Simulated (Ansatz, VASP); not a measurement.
One calculation of CsZn2, two programs

```
CELL_PARAMETERS angstrom
4.52293 0.00000 0.00000
-2.26146 3.91697 0.00000
0.00000 0.00000 5.82914
ATOMIC_POSITIONS crystal
Cs 0.00000 0.00000 0.00000
Zn 0.33333 0.66667 0.50000
Zn 0.66667 0.33333 0.50000
```

Alike in both runs: task relaxation of cell and atoms; functional PBE; k mesh 12 × 12 × 8; occupations gaussian, width 0.1 eV; no spin polarisation.

|  | VASP | Ansatz |
| --- | --- | --- |
| version | VASP 6.6.1 | Ansatz 0.2.0 |
| potentials or method | VASP PAW PBE potentials, release 64 (Cs_sv, Zn), cutoff 600 eV | scalar-relativistic, plane waves, PAW |
| valence electrons in the cell | 33 | 33 |

```csv
,VASP,Ansatz,Ansatz less VASP
"gap on the k mesh at the Fermi level, each at its own relaxed structure (eV)",none,none,-
relaxed volume (Å³/atom),35.54,35.36,-0.172
relaxed cell length with the largest relative difference (Å),4.580,4.572,-0.0076
```

A gap of «none» marks a metal or a gap that the smearing closes.

Spin-orbit coupling is off throughout.
